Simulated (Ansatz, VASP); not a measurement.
**Mg in VASP and in Ansatz**

File INCAR:

```
PREC = Accurate ; ENCUT = 520
EDIFF = 1E-6 ; ISMEAR = -1
SIGMA = 0.08 ; LREAL = F
LASPH = T ; NELM = 60
ALGO = Normal ; ISIF = 2
LWAVE = F ; LCHARG = F
GGA = PE ; NBANDS = 7
```

File KPOINTS:

```
regular mesh
0
Gamma
  16 16 16
```

File POSCAR:

```
Mg
1.0
    0.0000000000      2.0994291310      2.0994291310
    2.0994291310      0.0000000000      2.0994291310
    2.0994291310      2.0994291310      0.0000000000
Mg
1
Direct
    0.0000000000      0.0000000000      0.0000000000
```

Input for Ansatz:

```yaml
crystal:
  lattice:
    - [0.0, 2.099429131, 2.099429131]
    - [2.099429131, 0.0, 2.099429131]
    - [2.099429131, 2.099429131, 0.0]
  atoms:
    - { symbol: Mg, position: [0.0, 0.0, 0.0] }
kpoints:
  mp_grid: { grid: [16, 16, 16] }
scf:
  occupations: { method: fermi_dirac, width: 0.08 }
hamiltonian:
  xc: pbe
  pseudopotentials: { kind: paw }
output:
  forces: true
  stress: true
  eigenvalues: true
  populations: true
```

Change from the starting cell: volume scaled by 0.8, PAW files.

Alike in both runs: task single point; functional PBE; k mesh 16 × 16 × 16; occupations fermi-dirac, width 0.08 eV; no spin polarisation.

```csv
,VASP,Ansatz
version,VASP 6.6.1,Ansatz 0.2.0
potentials or method,"VASP PAW PBE potentials, release 64 (Mg)","PAW with Ansatz's default frozen-core files, scalar-relativistic"
plane-wave cutoff (eV),520,420
valence electrons in the cell,2,10
```

Ansatz gave:

```
pressure (GPa) : 12.2
```

Task: Estimate VASP's values.

Result: Pressure (GPa): 12.1.

With one functional, cell and mesh, what is left measures potentials, basis and numerics. VASP's potentials hold 2 valence electrons a cell and Ansatz's 10, so a difference there can come from the potentials and not from the codes.
